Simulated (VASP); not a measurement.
# KPrI4 (Amm2) in VASP: single point with PBE

Aim: the single point of KPrI4 with PBE.

Program: VASP 6.6.1. These are calculated values, not measurements. Logs are shortened: lines on timing, memory, paths and dates and some standing lists are left out, and cuts for length are marked.

### 1 The cell of the first run

Symmetry: Amm2, No. 38, orthorhombic system. Conventional cell: a = 11.538 Å, b = 8.061 Å, c = 7.971 Å, α = 90.00°, β = 90.00°, γ = 90.00°. K (site symmetry mm2) has 8 I at 3.41 to 3.42 Å and 4 Pr at 3.93 to 4.04 Å within 4.5 Å. Pr (site symmetry mm2) has 8 I at 3.35 to 3.47 Å and 4 K at 3.93 to 4.04 Å within 4.4 Å. I (site symmetry 1) has 2 Pr at 3.35 to 3.47 Å and 2 K at 3.41 to 3.42 Å and 5 I at 3.80 to 4.07 Å within 4.4 Å.

The cell was built from a structure type or drawn by symmetry, and may not be a known phase.

### 2 Single point, PBE

Contents of INCAR:

```
SYSTEM = KPrI4
PREC = Accurate
ENCUT = 500
EDIFF = 1E-6
ISMEAR = 0
SIGMA = 0.15
LREAL = .FALSE.
LASPH = .TRUE.
NELM = 200
ALGO = Normal
ISIF = 2
LWAVE = .FALSE.
LCHARG = .TRUE.
GGA = PE
LELF = .TRUE.
LVHAR = .TRUE.
NBANDS = 33
GGA_COMPAT = .FALSE.
LMAXMIX = 6
```

Contents of KPOINTS:

```
regular mesh
0
G
  1 3 3
  0 0 0
```

Contents of POSCAR:

```
KPrI4
1.0
   11.5382872562      0.0000000000      0.0000000000
    0.0000000000      4.0303879743      3.9855806654
    0.0000000000     -4.0303879743      3.9855806654
K Pr I
1 1 4
Direct
    0.0000000000      0.4078977597      0.4078977597
    0.0000000000      0.9010477057      0.9010477057
    0.1648439623     -0.0910131728      0.4137225551
    0.8351560377      0.4137225551     -0.0910131728
    0.1648439623      0.4137225551     -0.0910131728
    0.8351560377     -0.0910131728      0.4137225551
```

Potentials or basis: VASP PAW PBE potentials, release 64 (K_sv, Pr_3, I), 4f in core.

Launch:

```bash
$ cat potpaw_PBE.64/K_sv/POTCAR potpaw_PBE.64/Pr_3/POTCAR potpaw_PBE.64/I/POTCAR > POTCAR
$ mpirun -np 1 vasp_std > vasp.out
```

OUTCAR:

```text
SYSTEM = KPrI4
   PREC = Accurate
   ENCUT = 500
   EDIFF = 1E-6
   ISMEAR = 0
   LREAL = .FALSE.
   LASPH = .TRUE.
   NELM = 200
   ISIF = 2
   GGA = PE

 ion  position               nearest neighbor table
   1  0.000  0.408  0.408-   3 3.41   4 3.41   5 3.41   6 3.41   3 3.42   6 3.42   4 3.42   5 3.42

   2  0.000  0.901  0.901-   3 3.35   4 3.35   5 3.35   6 3.35   4 3.47   5 3.47   3 3.47   6 3.47

   3  0.165  0.909  0.414-   2 3.35   1 3.41   1 3.42   2 3.47
   4  0.835  0.414  0.909-   2 3.35   1 3.41   1 3.42   2 3.47
   5  0.165  0.414  0.909-   2 3.35   1 3.41   1 3.42   2 3.47
   6  0.835  0.909  0.414-   2 3.35   1 3.41   1 3.42   2 3.47

  LATTYP: Found a base centered orthorhombic cell.
 ALAT       =     7.9711613308
 B/A-ratio  =     1.0112423540
 C/A-ratio  =     1.4475039179

  Lattice vectors:

 A1 = (   0.0000000000,   4.0303879743,   3.9855806654)
 A2 = (   0.0000000000,  -4.0303879743,   3.9855806654)
 A3 = (  11.5382872562,   0.0000000000,   0.0000000000)

Analysis of symmetry for initial positions (statically):
=====================================================================
 Subroutine PRICEL returns:
 Original cell was already a primitive cell.

 Routine SETGRP: Setting up the symmetry group for a
 base centered orthorhombic supercell.

 Subroutine GETGRP returns: Found  4 space group operations
 (whereof  4 operations were pure point group operations)
 out of a pool of  8 trial point group operations.

The static configuration has the point symmetry C_2v.

Analysis of symmetry for dynamics (positions and initial velocities):
=====================================================================
 Subroutine PRICEL returns:
 Original cell was already a primitive cell.

 Routine SETGRP: Setting up the symmetry group for a
 base centered orthorhombic supercell.

 Subroutine GETGRP returns: Found  4 space group operations
 (whereof  4 operations were pure point group operations)
 out of a pool of  8 trial point group operations.

The dynamic configuration has the point symmetry C_2v.

 Subroutine INISYM returns: Found  4 space group operations
 (whereof  4 operations are pure point group operations),
 and found     1 'primitive' translations

----------------------------------------------------------------------------------------

                                     Primitive cell

  volume of cell :     370.6891

  direct lattice vectors                    reciprocal lattice vectors
    11.538287256  0.000000000  0.000000000     0.086667976  0.000000000  0.000000000
     0.000000000  4.030387974  3.985580665     0.000000000  0.124057536  0.125452234
     0.000000000 -4.030387974  3.985580665     0.000000000 -0.124057536  0.125452234

  length of vectors
    11.538287256  5.668234334  5.668234334     0.086667976  0.176432807  0.176432807

  position of ions in fractional coordinates (direct lattice)
     0.000000000  0.407897760  0.407897760
     0.000000000  0.901047706  0.901047706
     0.164843962  0.908986827  0.413722555
     0.835156038  0.413722555  0.908986827
     0.164843962  0.413722555  0.908986827
     0.835156038  0.908986827  0.413722555

  ion indices of the primitive-cell ions
   primitive index   ion index
                 1           1
                 2           2
                 3           3
                 4           4
                 5           5
                 6           6

----------------------------------------------------------------------------------------

 KPOINTS: regular mesh

Automatic generation of k-mesh.
 Grid dimensions read from file:
 generate k-points for:    1    3    3

 Generating k-lattice:

  Cartesian coordinates                     Fractional coordinates (reciprocal lattice)
     0.086667976  0.000000000  0.000000000     1.000000000  0.000000000  0.000000000
     0.000000000  0.041352512  0.041817411     0.000000000  0.333333333  0.000000000
     0.000000000 -0.041352512  0.041817411     0.000000000  0.000000000  0.333333333

  Length of vectors
     0.086667976  0.058810936  0.058810936

  Shift w.r.t. Gamma in fractional coordinates (k-lattice)
     0.000000000  0.000000000  0.000000000

 Subroutine IBZKPT returns following result:
 ===========================================

 Found      4 irreducible k-points:

 Following reciprocal coordinates:
            Coordinates               Weight
  0.000000  0.000000  0.000000      1.000000
  0.000000  0.333333  0.000000      4.000000
  0.000000  0.333333  0.333333      2.000000
  0.000000 -0.333333  0.333333      2.000000
   k-points           NKPTS =      4   k-points in BZ     NKDIM =      4   number of bands    NBANDS=     33
   number of dos      NEDOS =    301   number of ions     NIONS =      6
   total plane-waves  NPLWV = 148176
   dimension x,y,z NGX =    84 NGY =   42 NGZ =   42
   dimension x,y,z NGXF=   168 NGYF=   84 NGZF=   84
   ions per type =               1   1   4
   NGX,Y,Z   is equivalent  to a cutoff of  12.10, 12.32, 12.32 a.u.
   NGXF,Y,Z  is equivalent  to a cutoff of  24.21, 24.64, 24.64 a.u.
 SYSTEM =  KPrI4
   PREC   = accura    normal or accurate (medium, high low for compatibility)
   ISTART =      0    job   : 0-new  1-cont  2-samecut
   ICHARG =      2    charge: 1-file 2-atom 10-const
   ISPIN  =      1    spin polarized calculation?
   LNONCOLLINEAR =      F non collinear calculations
   LSORBIT =      F    spin-orbit coupling
   LASPH  =      T    aspherical Exc in radial PAW
   ENCUT  =  500.0 eV  36.75 Ry    6.06 a.u.  21.04 10.33 10.33*2*pi/ulx,y,z
   NELM   =    200;   NELMIN=  2; NELMDL= -5     # of ELM steps
   EDIFF  = 0.1E-05   stopping-criterion for ELM
   LREAL  =      F    real-space projection
   EDIFFG = 0.1E-04   stopping-criterion for IOM
   NSW    =      0    number of steps for IOM
   IBRION =     -1    ionic relax: 0-MD 1-quasi-New 2-CG
   NFREE  =      0    steps in history (QN), initial steepest desc. (CG)
   ISIF   =      2    stress and relaxation
   ISYM   =      2    0-nonsym 1-usesym 2-fastsym
   POTIM  = 0.5000    time-step for ionic-motion
   TEBEG  =    0.0;   TEEND  =   0.0 temperature during run
   PSTRESS=    0.0 pullay stress
   NELECT =      48.0000    total number of electrons
   NUPDOWN=      -1.0000    fix difference up-down
   EMIN   =  10.00;   EMAX   =-10.00  energy-range for DOS
   EFERMI =   0.00;   METHOD = LEGACY
   ISMEAR =     0;   SIGMA  =   0.15  broadening in eV -4-tet -1-fermi 0-gaus
   EFERMI_NEDOS =   21; number of points for ismear=-14 and -15
   IALGO  =     38    algorithm
   IMIX   =      4    mixing-type and parameters
     AMIX     =   0.40;   BMIX     =  1.00
     AMIX_MAG =   1.60;   BMIX_MAG =  1.00
  volume/ion in A,a.u.               =      61.78       416.92
  Fermi-wavevector in a.u.,A,eV,Ry     =   0.828232  1.565131  9.333163  0.685968
  Thomas-Fermi vector in A             =   1.940573
   LORBIT       =      0    0 simple, 1 ext, 2 COOP (PROOUT), +10 PAW based schemes
   GGA     = PE    functional components
   LHFCALC =     F    Hartree Fock is set to
   AEXX    =    0.0000 exact exchange contribution
   IVDW    =     0    specifies the selected vdW correction
   LEPSILON=     F    determine dielectric tensor
   LRPA    =     F    only Hartree local field effects (RPA)
 non-spin polarized calculation
 Gauss-broadening in eV      SIGMA  =   0.15
  energy-cutoff  :      500.00
  volume of cell :      370.69
 maximum number of plane-waves:      9427
   NGX = 43   NGY = 21   NGZ = 21

 number of electron      48.0000000 magnetization

 Free energy of the ion-electron system (eV)
  ---------------------------------------------------
  ext. energy  EPLUGINS =         0.00000000
  ---------------------------------------------------
  free energy    TOTEN  =       -19.33027975 eV

  energy without entropy =      -19.33027975  energy(sigma->0) =      -19.33027975

 E-fermi :  -0.1462     XC(G=0):  -5.8297

 val. band max:       -0.8489864694   @ k =   0.0000  -0.3333   0.3333
 cond. band min:       0.7213047340   @ k =   0.0000   0.0000   0.0000
 fundamental gap:      1.5702912034
 Fermi energy:        -0.1462206783

 k-point     1 :       0.0000    0.0000    0.0000
  band No.  band energies     occupation
      1     -37.7975      2.00000
      2     -29.7928      2.00000
      3     -19.6569      2.00000
      4     -19.6395      2.00000
      5     -19.6291      2.00000
      6     -13.4250      2.00000
      7     -13.3996      2.00000
      8     -13.3899      2.00000
      9     -12.6400      2.00000
     10     -12.1165      2.00000
     11     -12.0744      2.00000
     12     -11.7684      2.00000
     13      -3.6706      2.00000
     14      -3.4820      2.00000
     15      -3.4421      2.00000
     16      -3.1083      2.00000
     17      -3.0571      2.00000
     18      -3.0470      2.00000
     19      -1.6502      2.00000
     20      -1.3785      2.00000
     21      -1.3087      2.00000
     22      -1.2635      2.00000
     23      -1.2258      2.00000
     24      -1.0237      2.00000
     25       0.7213      0.00000
     26       1.2286      0.00000
     27       3.0019      0.00000
     28       3.1312      0.00000
     29       3.1669      0.00000
     30       3.1714      0.00000
     31       4.2423      0.00000
     32       4.4362      0.00000
     33       5.0157      0.00000

 k-point     2 :       0.0000    0.3333    0.0000
  band No.  band energies     occupation
      1     -37.7973      2.00000
      2     -29.7927      2.00000
      3     -19.6525      2.00000
      4     -19.6518      2.00000
      5     -19.6321      2.00000
      6     -13.5269      2.00000
      7     -13.3974      2.00000
      8     -13.3821      2.00000
      9     -12.3834      2.00000
     10     -12.0979      2.00000
     11     -12.0877      2.00000
     12     -11.9176      2.00000
     13      -3.3664      2.00000
     14      -3.2958      2.00000
     15      -3.1754      2.00000
     16      -2.8822      2.00000
     17      -2.8224      2.00000
     18      -2.8010      2.00000
     19      -2.1818      2.00000
     20      -1.9706      2.00000
     21      -1.8697      2.00000
     22      -1.7193      2.00000
     23      -1.5294      2.00000
     24      -1.2853      2.00000
     25       1.3264      0.00000
     26       1.4273      0.00000
     27       2.3366      0.00000
     28       2.7810      0.00000
     29       3.1866      0.00000
     30       4.0921      0.00000
     31       4.8147      0.00000
     32       4.9941      0.00000
     33       5.0547      0.00000

 k-point     3 :       0.0000    0.3333    0.3333
  band No.  band energies     occupation
      1     -37.7972      2.00000
      2     -29.7924      2.00000
      3     -19.6554      2.00000
      4     -19.6483      2.00000
      5     -19.6465      2.00000
      6     -13.5169      2.00000
      7     -13.4949      2.00000
      8     -13.3390      2.00000
      9     -12.1944      2.00000
     10     -12.0845      2.00000
     11     -12.0698      2.00000
     12     -12.0225      2.00000
     13      -3.9203      2.00000
     14      -3.3710      2.00000
     15      -3.3247      2.00000
     16      -2.9761      2.00000
     17      -2.9291      2.00000
     18      -2.6851      2.00000
     19      -2.0890      2.00000
     20      -1.9568      2.00000
     21      -1.5908      2.00000
     22      -1.3487      2.00000
     23      -1.2750      2.00000
     24      -0.9169      2.00000
     25       1.2793      0.00000
     26       1.4305      0.00000
     27       2.0618      0.00000
     28       2.5981      0.00000
     29       2.6486      0.00000
     30       4.1393      0.00000
     31       4.6486      0.00000
     32       5.1836      0.00000
     33       5.6056      0.00000

 k-point     4 :       0.0000   -0.3333    0.3333
  band No.  band energies     occupation
      1     -37.7972      2.00000
      2     -29.7924      2.00000
      3     -19.6564      2.00000
      4     -19.6483      2.00000
      5     -19.6457      2.00000
      6     -13.5116      2.00000
      7     -13.4997      2.00000
      8     -13.3393      2.00000
      9     -12.2057      2.00000
     10     -12.1040      2.00000
     11     -12.0571      2.00000
     12     -12.0015      2.00000
     13      -3.9380      2.00000
     14      -3.3807      2.00000
     15      -3.3477      2.00000
     16      -2.9932      2.00000
     17      -2.9154      2.00000
     18      -2.6961      2.00000
     19      -2.0984      2.00000
     20      -1.9611      2.00000
     21      -1.6020      2.00000
     22      -1.3435      2.00000
     23      -1.2126      2.00000
     24      -0.8490      2.00000
     25       1.2629      0.00000
     26       1.4332      0.00000
     27       2.0820      0.00000
     28       2.5752      0.00000
     29       2.6505      0.00000
     30       4.1227      0.00000
     31       4.6729      0.00000
     32       5.1692      0.00000
     33       5.6348      0.00000

------------------------ aborting loop because EDIFF is reached ----------------------------------------

  FORCE on cell =-STRESS in cart. coord.  units (eV):
  Direction    XX          YY          ZZ          XY          YZ          ZX
  --------------------------------------------------------------------------------------
  -------------------------------------------------------------------------------------
  Total        0.6227147      0.8065583      1.7186893      0.0000000      0.0000000      0.0000000
  in kB        2.6914724      3.4860735      7.4284491      0.0000000      0.0000000      0.0000000
  external PRESSURE =       4.5353317 kB  Pullay stress =       0.0000000 kB

 VOLUME and BASIS-vectors are now :
 -----------------------------------------------------------------------------
  energy-cutoff  :      500.00
  volume of cell :      370.69
      direct lattice vectors                 reciprocal lattice vectors
    11.538287256  0.000000000  0.000000000     0.086667976  0.000000000  0.000000000
     0.000000000  4.030387974  3.985580665     0.000000000  0.124057536  0.125452234
     0.000000000 -4.030387974  3.985580665     0.000000000 -0.124057536  0.125452234

 POSITION                                       TOTAL-FORCE (eV/Angst)
 -----------------------------------------------------------------------------------
      0.00000      0.00000      3.25142         0.000000      0.000000     -0.039867
      0.00000      0.00000      7.18240         0.000000      0.000000      0.026225
      1.90202      1.99611      5.27176         0.067487      0.025794      0.003411
      9.63627     -1.99611      5.27176        -0.067487     -0.025794      0.003411
      1.90202     -1.99611      5.27176         0.067487     -0.025794      0.003411
      9.63627      1.99611      5.27176        -0.067487      0.025794      0.003411
 -----------------------------------------------------------------------------------
    total drift:                               -0.000000     -0.000000     -0.000181

  FREE ENERGIE OF THE ION-ELECTRON SYSTEM (eV)
  ---------------------------------------------------
  free  energy   TOTEN  =       -19.3302797540 eV

  energy  without entropy=      -19.3302797540  energy(sigma->0) =      -19.33027975
```

Run time: 92 s. Hardware: 1 thread of Intel Xeon Platinum 8488C (Sapphire Rapids), shared host; peak memory 0.4 GiB.

What came out:

- Free energy: -19.3303 eV
- Pressure: 0.5 GPa
- Largest force: 0.072 eV/Å
- Band gap on the k mesh: 1.57 eV (least direct gap 1.75 eV)

Forces in eV/Å, atoms in the order of the input:
```
K    0.000  0.000 -0.040
Pr   0.000  0.000  0.026
I    0.067  0.026  0.003
I   -0.067 -0.026  0.003
I    0.067 -0.026  0.003
I   -0.067  0.026  0.003
```

Stress tensor (GPa, compression positive):
```
0.27 0.00 0.00
0.00 0.35 0.00
0.00 0.00 0.74
```

Caveat: spin-orbit coupling is left out, which moves the levels of the heavy elements; an odd mesh through Γ misses points on the zone boundary, where band edges can lie; the 4f electrons are frozen in the core, so they carry no moment and show no levels.
